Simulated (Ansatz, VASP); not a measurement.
**LiF: VASP beside Ansatz**

File POSCAR:

```
LiF
1.0
    0.0000000000      2.0140000000      2.0140000000
    2.0140000000      0.0000000000      2.0140000000
    2.0140000000      2.0140000000      0.0000000000
Li F
1 1
Direct
    0.0000000000      0.0000000000      0.0000000000
    0.5000000000      0.5000000000      0.5000000000
```

Contents of INCAR.step1:

```
SYSTEM = LiF
PREC = Accurate
ENCUT = 600
ISMEAR = -1
SIGMA = 0.05
LREAL = .False.
LASPH = .True.
NELM = 60
GGA = PE
ALGO = Normal
EDIFF = 1E-4
LWAVE = .True.
LCHARG = .False.
```

Contents of INCAR.step2:

```
SYSTEM = LiF
PREC = Accurate
ENCUT = 600
EDIFF = 1E-6
ISMEAR = -1
SIGMA = 0.05
LREAL = .False.
LASPH = .True.
NELM = 60
ALGO = Normal
ISIF = 3
LWAVE = .False.
LCHARG = .False.
METAGGA = R2SCAN
LMIXTAU = .True.
IBRION = 2
NSW = 100
EDIFFG = -0.002
ISTART = 1
```

The input KPOINTS:

```
regular mesh
0
Gamma
  20 20 20
  0 0 0
```

Input for Ansatz:

```yaml
crystal:
  lattice:
    - [0.0, 2.014, 2.014]
    - [2.014, 0.0, 2.014]
    - [2.014, 2.014, 0.0]
  atoms:
    - { symbol: Li, position: [0.0, 0.0, 0.0] }
    - { symbol: F, position: [0.5, 0.5, 0.5] }
kpoints:
  mp_grid: { grid: [20, 20, 20] }
scf:
  occupations: { method: fermi_dirac, width: 0.05 }
hamiltonian:
  xc: r2scan
  pseudopotentials: { kind: paw }
relax:
  f_tol: 0.002
  max_steps: 80
  cell: {}
output:
  forces: true
  stress: true
```

Alike in both runs: task relaxation of cell and atoms; functional r2SCAN; k mesh 20 × 20 × 20; occupations fermi-dirac, width 0.05 eV; no spin polarisation.

|  | VASP | Ansatz |
| --- | --- | --- |
| version | VASP 6.6.1 | Ansatz 0.2.0 |
| potentials or method | VASP PAW PBE potentials, release 64 (Li_sv, F) | PAW with Ansatz's default frozen-core files, scalar-relativistic |
| plane-wave cutoff (eV) | 600 | 500 |
| valence electrons in the cell | 10 | 10 |

|  | VASP | Ansatz | Ansatz less VASP |
| --- | --- | --- | --- |
| relaxed volume (Å³/atom) | 7.84 | 7.94 | +0.097 |
| relaxed cell length with the largest relative difference (Å) | 2.810 | 2.821 | +0.0116 |

VASP's potentials were made for PBE, not for r2SCAN.

Noted on VASP's run: the cutoff is short for stress, so the pressure is rough.
